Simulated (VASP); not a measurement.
# InGa2N3 (Cmc2_1) in VASP: notebook

InGa2N3 is run at these levels: PBE; tasks: single point.

Everything below comes from runs of VASP 6.6.1. Logs are shortened: lines on timing, memory, paths and dates and some standing lists are left out, and cuts for length are marked.

### 1 The cell of the first run

Symmetry: Cmc2_1, No. 36, orthorhombic system. The conventional cell has a = 10.042 Å, b = 5.793 Å, c = 5.411 Å, α = 90.00°, β = 90.00°, γ = 90.00°. Within 2.9 Å of In (site symmetry m) lie 4 N at 2.18 to 2.19 Å. Ga (site symmetry 1) has 4 N at 1.98 to 1.99 Å within 2.6 Å. N (site symmetry 1) has 3 Ga at 1.98 to 1.99 Å and 1 In at 2.18 Å within 2.6 Å. Within 2.6 Å of N (site symmetry m) lie 2 Ga at 1.98 Å and 2 In at 2.19 Å.

### 2 Single point, PBE

Input file INCAR:

```
SYSTEM = InGa2N3
ALGO = Normal ; EDIFF = 1E-6
ENCUT = 520 ; GGA = PE
ISIF = 2 ; ISMEAR = 0
LASPH = .TRUE. ; LCHARG = .TRUE.
LELF = .TRUE. ; LREAL = .FALSE.
LVHAR = .TRUE. ; LWAVE = .FALSE.
NBANDS = 66 ; NELM = 60
PREC = Accurate ; SIGMA = 0.02
```

Input file KPOINTS:

```
k-points
0
G
  6 6 6
  0 0 0
```

Input file POSCAR:

```
InGa2N3
1.0
    5.0211852368     -2.8965871143      0.0000000000
    5.0211852368      2.8965871143      0.0000000000
    0.0000000000      0.0000000000      5.4111953510
In Ga N
2 4 6
Direct
    0.3254429343      0.6745570657      0.9899253018
    0.6745570657      0.3254429343      0.4899253018
    0.0070264417      0.3337732841      0.9925746112
    0.6662267159      0.9929735583      0.9925746112
    0.9929735583      0.6662267159      0.4925746112
    0.3337732841      0.0070264417      0.4925746112
    0.0262441677      0.3337276292      0.3590462671
    0.6662723708      0.9737558323      0.3590462671
    0.9737558323      0.6662723708      0.8590462671
    0.3337276292      0.0262441677      0.8590462671
    0.3078508304      0.6921491696      0.3948339418
    0.6921491696      0.3078508304      0.8948339418
```

Potentials or basis: VASP PAW PBE potentials, release 64 (In_d, Ga_d, N).

On the command line:

```
cat potpaw_PBE.64/In_d/POTCAR potpaw_PBE.64/Ga_d/POTCAR potpaw_PBE.64/N/POTCAR > POTCAR
mpirun -np 1 vasp_std > vasp.out
```

OUTCAR:

```text
SYSTEM = InGa2N3
   EDIFF = 1E-6
   ENCUT = 520
   GGA = PE
   ISIF = 2
   ISMEAR = 0
   LASPH = .TRUE.
   LREAL = .FALSE.
   NELM = 60
   PREC = Accurate

 ion  position               nearest neighbor table
   1  0.325  0.675  0.990-   9 2.18  10 2.18  12 2.19  11 2.19   3 3.31   4 3.31   4 3.31   3 3.31
                             6 3.32   5 3.32   6 3.35   5 3.35   2 3.38   2 3.38   4 3.42   3 3.42
   2  0.675  0.325  0.490-   7 2.18   8 2.18  11 2.19  12 2.19   6 3.31   5 3.31   6 3.31   5 3.31
                             4 3.32   3 3.32   4 3.35   3 3.35   1 3.38   1 3.38   6 3.42   5 3.42
   3  0.007  0.334  0.993-   9 1.98  10 1.98  12 1.98   7 1.99   1 3.31   1 3.31   2 3.32   2 3.35
                             1 3.42
   4  0.666  0.993  0.993-  10 1.98   9 1.98  12 1.98   8 1.99   1 3.31   1 3.31   2 3.32   2 3.35
                             1 3.42
   5  0.993  0.666  0.493-   7 1.98   8 1.98  11 1.98   9 1.99   2 3.31   2 3.31   1 3.32   1 3.35
                             2 3.42
   6  0.334  0.007  0.493-   8 1.98   7 1.98  11 1.98  10 1.99   2 3.31   2 3.31   1 3.32   1 3.35
                             2 3.42
   7  0.026  0.334  0.359-   5 1.98   6 1.98   3 1.99   2 2.18
   8  0.666  0.974  0.359-   6 1.98   5 1.98   4 1.99   2 2.18
   9  0.974  0.666  0.859-   3 1.98   4 1.98   5 1.99   1 2.18
  10  0.334  0.026  0.859-   4 1.98   3 1.98   6 1.99   1 2.18
  11  0.308  0.692  0.395-   5 1.98   6 1.98   2 2.19   1 2.19
  12  0.692  0.308  0.895-   3 1.98   4 1.98   1 2.19   2 2.19

  LATTYP: Found a base centered orthorhombic cell.
 ALAT       =     5.7931742286
 B/A-ratio  =     1.7334832472
 C/A-ratio  =     0.9340639755

  Lattice vectors:

 A1 = (  -5.0211852368,  -2.8965871143,   0.0000000000)
 A2 = (   5.0211852368,  -2.8965871143,   0.0000000000)
 A3 = (   0.0000000000,   0.0000000000,   5.4111953510)

Analysis of symmetry for initial positions (statically):
=====================================================================
 Subroutine PRICEL returns:
 Original cell was already a primitive cell.

 Routine SETGRP: Setting up the symmetry group for a
 base centered orthorhombic supercell.

 Subroutine GETGRP returns: Found  4 space group operations
 (whereof  2 operations were pure point group operations)
 out of a pool of  8 trial point group operations.

The static configuration has the point symmetry C_1h.
 The point group associated with its full space group is C_2v.

Analysis of symmetry for dynamics (positions and initial velocities):
=====================================================================
 Subroutine PRICEL returns:
 Original cell was already a primitive cell.

 Routine SETGRP: Setting up the symmetry group for a
 base centered orthorhombic supercell.

 Subroutine GETGRP returns: Found  4 space group operations
 (whereof  2 operations were pure point group operations)
 out of a pool of  8 trial point group operations.

The dynamic configuration has the point symmetry C_1h.
 The point group associated with its full space group is C_2v.

 Subroutine INISYM returns: Found  4 space group operations
 (whereof  2 operations are pure point group operations),
 and found     1 'primitive' translations

----------------------------------------------------------------------------------------

                                     Primitive cell

  volume of cell :     157.4041

  direct lattice vectors                    reciprocal lattice vectors
     5.021185237 -2.896587114  0.000000000     0.099578083 -0.172616939  0.000000000
     5.021185237  2.896587114  0.000000000     0.099578083  0.172616939  0.000000000
     0.000000000  0.000000000  5.411195351     0.000000000  0.000000000  0.184802051

  length of vectors
     5.796767901  5.796767901  5.411195351     0.199279708  0.199279708  0.184802051

  position of ions in fractional coordinates (direct lattice)
     0.325442934  0.674557066  0.989925302
     0.674557066  0.325442934  0.489925302
     0.007026442  0.333773284  0.992574611
     0.666226716  0.992973558  0.992574611
     0.992973558  0.666226716  0.492574611
     0.333773284  0.007026442  0.492574611
     0.026244168  0.333727629  0.359046267
     0.666272371  0.973755832  0.359046267
     0.973755832  0.666272371  0.859046267
     0.333727629  0.026244168  0.859046267
     0.307850830  0.692149170  0.394833942
     0.692149170  0.307850830  0.894833942

  ion indices of the primitive-cell ions
   primitive index   ion index
                 1           1
                 2           2
                 3           3
                 4           4
                 5           5
                 6           6
                 7           7
                 8           8
                 9           9
                10          10
                11          11
                12          12

----------------------------------------------------------------------------------------

 KPOINTS: k-points

Automatic generation of k-mesh.
 Grid dimensions read from file:
 generate k-points for:    6    6    6

 Generating k-lattice:

  Cartesian coordinates                     Fractional coordinates (reciprocal lattice)
     0.016596347 -0.028769490  0.000000000     0.166666667  0.000000000  0.000000000
     0.016596347  0.028769490  0.000000000     0.000000000  0.166666667  0.000000000
     0.000000000  0.000000000  0.030800342     0.000000000  0.000000000  0.166666667

  Length of vectors
     0.033213285  0.033213285  0.030800342

  Shift w.r.t. Gamma in fractional coordinates (k-lattice)
     0.000000000  0.000000000  0.000000000

 Subroutine IBZKPT returns following result:
 ===========================================

 Found     52 irreducible k-points:

 Following reciprocal coordinates:
            Coordinates               Weight
  0.000000  0.000000  0.000000      1.000000
  0.166667 -0.000000  0.000000      4.000000
  0.333333 -0.000000  0.000000      4.000000
  0.500000 -0.000000  0.000000      2.000000
  0.166667  0.166667  0.000000      2.000000
  0.333333  0.166667  0.000000      4.000000
[... 16 lines left out ...]
  0.333333  0.333333  0.166667      4.000000
  0.500000  0.333333  0.166667      8.000000
 [... further k-points ...]
   k-points           NKPTS =     52   k-points in BZ     NKDIM =     52   number of bands    NBANDS=     66
   number of dos      NEDOS =    301   number of ions     NIONS =     12
   total plane-waves  NPLWV =  92160
   dimension x,y,z NGX =    48 NGY =   48 NGZ =   40
   dimension x,y,z NGXF=    96 NGYF=   96 NGZF=   80
   ions per type =               2   4   6
   NGX,Y,Z   is equivalent  to a cutoff of  13.77, 13.77, 12.29 a.u.
   NGXF,Y,Z  is equivalent  to a cutoff of  27.53, 27.53, 24.58 a.u.
 SYSTEM =  InGa2N3
   PREC   = accura    normal or accurate (medium, high low for compatibility)
   ISTART =      0    job   : 0-new  1-cont  2-samecut
   ICHARG =      2    charge: 1-file 2-atom 10-const
   ISPIN  =      1    spin polarized calculation?
   LNONCOLLINEAR =      F non collinear calculations
   LSORBIT =      F    spin-orbit coupling
   LASPH  =      T    aspherical Exc in radial PAW
   ENCUT  =  520.0 eV  38.22 Ry    6.18 a.u.  10.78 10.78 10.06*2*pi/ulx,y,z
   NELM   =     60;   NELMIN=  2; NELMDL= -5     # of ELM steps
   EDIFF  = 0.1E-05   stopping-criterion for ELM
   LREAL  =      F    real-space projection
   EDIFFG = 0.1E-04   stopping-criterion for IOM
   NSW    =      0    number of steps for IOM
   IBRION =     -1    ionic relax: 0-MD 1-quasi-New 2-CG
   NFREE  =      0    steps in history (QN), initial steepest desc. (CG)
   ISIF   =      2    stress and relaxation
   ISYM   =      2    0-nonsym 1-usesym 2-fastsym
   POTIM  = 0.5000    time-step for ionic-motion
   TEBEG  =    0.0;   TEEND  =   0.0 temperature during run
   PSTRESS=    0.0 pullay stress
   NELECT =     108.0000    total number of electrons
   NUPDOWN=      -1.0000    fix difference up-down
   EMIN   =  10.00;   EMAX   =-10.00  energy-range for DOS
   EFERMI =   0.00;   METHOD = LEGACY
   ISMEAR =     0;   SIGMA  =   0.02  broadening in eV -4-tet -1-fermi 0-gaus
   EFERMI_NEDOS =   21; number of points for ismear=-14 and -15
   IALGO  =     38    algorithm
   IMIX   =      4    mixing-type and parameters
     AMIX     =   0.40;   BMIX     =  1.00
     AMIX_MAG =   1.60;   BMIX_MAG =  1.00
  volume/ion in A,a.u.               =      13.12        88.52
  Fermi-wavevector in a.u.,A,eV,Ry     =   1.443923  2.728619 28.366976  2.084914
  Thomas-Fermi vector in A             =   2.562276
   LORBIT       =      0    0 simple, 1 ext, 2 COOP (PROOUT), +10 PAW based schemes
   GGA     = PE    functional components
   LHFCALC =     F    Hartree Fock is set to
   AEXX    =    0.0000 exact exchange contribution
   IVDW    =     0    specifies the selected vdW correction
   LEPSILON=     F    determine dielectric tensor
   LRPA    =     F    only Hartree local field effects (RPA)
 non-spin polarized calculation
 Gauss-broadening in eV      SIGMA  =   0.02
  energy-cutoff  :      520.00
  volume of cell :      157.40
 maximum number of plane-waves:      4268
 NGX is ok and might be reduce to    48
   NGX = 21   NGY = 21   NGZ = 21

 number of electron     107.9999970 magnetization

 Free energy of the ion-electron system (eV)
  ---------------------------------------------------
  ext. energy  EPLUGINS =         0.00000000
  ---------------------------------------------------
  free energy    TOTEN  =       -69.90782332 eV

  energy without entropy =      -69.90782332  energy(sigma->0) =      -69.90782332

 E-fermi :   5.6287     XC(G=0): -11.1671

 val. band max:        5.4755759294   @ k =   0.0000   0.0000   0.0000
 cond. band min:       6.3163569111   @ k =   0.0000   0.0000   0.0000
 fundamental gap:      0.8407809817
 Fermi energy:         5.6287221904

 k-point     1 :       0.0000    0.0000    0.0000
  band No.  band energies     occupation
      1      -9.7450      2.00000
      2      -9.3450      2.00000
      3      -9.2290      2.00000
      4      -9.2236      2.00000
      5      -9.1933      2.00000
      6      -9.1776      2.00000
[... 58 lines left out ...]
     65      13.5809      0.00000
     66      14.4073      0.00000

 k-point     2 :       0.1667   -0.0000    0.0000
  band No.  band energies     occupation
      1      -9.6919      2.00000
      2      -9.3315      2.00000
      3      -9.2667      2.00000
      4      -9.2098      2.00000
      5      -9.2039      2.00000
      6      -9.1599      2.00000
[... 58 lines left out ...]
     65      13.4573      0.00000
     66      14.1894      0.00000

 k-point     3 :       0.3333   -0.0000    0.0000
  band No.  band energies     occupation
      1      -9.5694      2.00000
      2      -9.3516      2.00000
      3      -9.2769      2.00000
      4      -9.2236      2.00000
      5      -9.2012      2.00000
      6      -9.1368      2.00000
[... 1438 lines left out ...]
     65      13.0319      0.00000
     66      13.7515      0.00000

 k-point    24 :       0.5000    0.3333    0.1667
  band No.  band energies     occupation
      1      -9.4995      2.00000
      2      -9.3301      2.00000
      3      -9.2436      2.00000
      4      -9.2270      2.00000
      5      -9.1893      2.00000
      6      -9.1383      2.00000
[... 58 lines left out ...]
     65      12.9061      0.00000
     66      13.4410      0.00000

 [... further k-points ...]
[... 5 lines left out ...]
  --------------------------------------------------------------------------------------
  -------------------------------------------------------------------------------------
  Total       -0.8687032     -0.8689122     -0.8530416      0.0000000      0.0000000      0.0000000
  in kB       -8.8423149     -8.8444422     -8.6828990      0.0000000      0.0000000      0.0000000
  external PRESSURE =      -8.7898854 kB  Pullay stress =       0.0000000 kB

 VOLUME and BASIS-vectors are now :
 -----------------------------------------------------------------------------
  energy-cutoff  :      520.00
  volume of cell :      157.40
      direct lattice vectors                 reciprocal lattice vectors
     5.021185237 -2.896587114  0.000000000     0.099578083 -0.172616939  0.000000000
     5.021185237  2.896587114  0.000000000     0.099578083  0.172616939  0.000000000
     0.000000000  0.000000000  5.411195351     0.000000000  0.000000000  0.184802051

 POSITION                                       TOTAL-FORCE (eV/Angst)
 -----------------------------------------------------------------------------------
      5.02119      1.01124      5.35668         0.000000     -0.000227     -0.001232
      5.02119     -1.01124      2.65108         0.000000      0.000227     -0.001232
      1.71122      0.94645      5.37102        -0.000926      0.000640     -0.001934
      8.33115      0.94645      5.37102         0.000926      0.000640     -0.001934
      8.33115     -0.94645      2.66542         0.000926     -0.000640     -0.001934
      1.71122     -0.94645      2.66542        -0.000926     -0.000640     -0.001934
      1.80749      0.89065      1.94287         0.010421     -0.005523     -0.002659
      8.23489      0.89065      1.94287        -0.010421     -0.005523     -0.002659
      8.23489     -0.89065      4.64847        -0.010421      0.005523     -0.002659
      1.80749     -0.89065      4.64847         0.010421      0.005523     -0.002659
      5.02119      1.11315      2.13652         0.000000      0.012343      0.010420
      5.02119     -1.11315      4.84212         0.000000     -0.012343      0.010420
 -----------------------------------------------------------------------------------
    total drift:                                0.000001      0.000000     -0.002558

  FREE ENERGIE OF THE ION-ELECTRON SYSTEM (eV)
  ---------------------------------------------------
  free  energy   TOTEN  =       -69.9078233206 eV

  energy  without entropy=      -69.9078233206  energy(sigma->0) =      -69.90782332
```

Wall time 8.8 min (1 thread of Intel Xeon Platinum 8375C at 2.90GHz (Ice Lake), shared host); peak memory 0.57 GiB.

What came out:

| Item | Value |
| --- | --- |
| Free energy | -69.9078 eV |
| Pressure | -0.9 GPa |
| Largest force | 0.016 eV/Å |
| Band gap on the k mesh | 0.84 eV, direct |

Forces on the atoms (eV/Å):
```
In   0.000  0.000 -0.001
In   0.000  0.000 -0.001
Ga  -0.001  0.001 -0.002
Ga   0.001  0.001 -0.002
Ga   0.001 -0.001 -0.002
Ga  -0.001 -0.001 -0.002
N    0.010 -0.006 -0.003
N   -0.010 -0.006 -0.003
N   -0.010  0.006 -0.003
N    0.010  0.006 -0.003
N    0.000  0.012  0.010
N    0.000 -0.012  0.010
```

Caveat: spin-orbit coupling is left out, which moves the levels of the heavy elements.

### 3 Single point, PBE

This run uses another cell than the first one, of 12.71 Å³/atom, 0.969 times its volume.

Input file INCAR:

```
PREC = Accurate
ENCUT = 520
EDIFF = 1E-6
ISMEAR = 0
SIGMA = 0.02
LREAL = False
LASPH = True
NELM = 100
ALGO = Normal
ISIF = 2
LWAVE = False
LCHARG = False
GGA = PE
NBANDS = 66
```

Input file KPOINTS:

```
Automatic mesh
0
Gamma
  6 6 6
```

Input file POSCAR:

```
InGa2N3
1.0
    4.9700027174     -2.8667614950      0.0000000000
    4.9700027174      2.8667614950      0.0000000000
    0.0000000000      0.0000000000      5.3534124563
In Ga N
2 4 6
Direct
    0.3251912076      0.6748087924      0.9897112474
    0.6748087924      0.3251912076      0.4897112474
    0.0069951176      0.3338792547      0.9925954615
    0.6661207453      0.9930048824      0.9925954615
    0.9930048824      0.6661207453      0.4925954615
    0.3338792547      0.0069951176      0.4925954615
    0.0265849077      0.3336489776      0.3589577866
    0.6663510224      0.9734150923      0.3589577866
    0.9734150923      0.6663510224      0.8589577866
    0.3336489776      0.0265849077      0.8589577866
    0.3078093335      0.6921906665      0.3951832564
    0.6921906665      0.3078093335      0.8951832564
```

Potentials or basis: VASP PAW PBE potentials, release 64 (In_d, Ga_d, N).

On the command line:

```
cat potpaw_PBE.64/In_d/POTCAR potpaw_PBE.64/Ga_d/POTCAR potpaw_PBE.64/N/POTCAR > POTCAR
mpirun -np 1 vasp_std > vasp.out
```

It took 14 min on 1 thread of Intel Xeon Platinum 8375C at 2.90GHz (Ice Lake), shared host; peak memory 0.55 GiB.

Results (log left out):

```yaml
Free_energy: -69.8579 eV
Pressure: 4.2 GPa
Largest_force: 0.019 eV/Å
Band_gap_on_the_k_mesh: 1.00 eV, direct
```

Forces on the atoms (eV/Å):
```
In   0.000 -0.002 -0.005
In   0.000  0.002 -0.005
Ga   0.001  0.001  0.003
Ga  -0.001  0.001  0.003
Ga  -0.001 -0.001  0.003
Ga   0.001 -0.001  0.003
N    0.011 -0.007 -0.007
N   -0.011 -0.007 -0.007
N   -0.011  0.007 -0.007
N    0.011  0.007 -0.007
N    0.000  0.012  0.014
N    0.000 -0.012  0.014
```

Levels at points of the mesh, in eV from the valence-band top:
| k point | band 51 | band 52 | band 53 | band 54 | band 55 | band 56 | band 57 | band 58 |
| --- | --- | --- | --- | --- | --- | --- | --- | --- |
| (0.00, 0.00, 0.00) | -0.91 | -0.04 | 0.00 | 0.00 | 1.00 | 3.54 | 5.19 | 5.23 |
| (0.50, 0.00, 0.00) | -0.90 | -0.83 | -0.81 | -0.76 | 3.71 | 3.98 | 4.98 | 5.15 |
| (0.50, 0.50, 0.00) | -1.01 | -0.80 | -0.77 | -0.66 | 3.61 | 4.28 | 4.43 | 5.18 |
| (0.00, 0.00, 0.50) | -0.49 | -0.49 | -0.47 | -0.47 | 3.39 | 3.39 | 5.79 | 5.79 |
| (0.50, 0.00, 0.50) | -1.42 | -1.42 | -1.17 | -1.17 | 3.96 | 3.96 | 4.86 | 4.86 |
| (0.50, 0.50, 0.50) | -1.40 | -1.40 | -1.25 | -1.25 | 4.07 | 4.07 | 4.77 | 4.77 |

Caveat: spin-orbit coupling is left out, which moves the levels of the heavy elements.
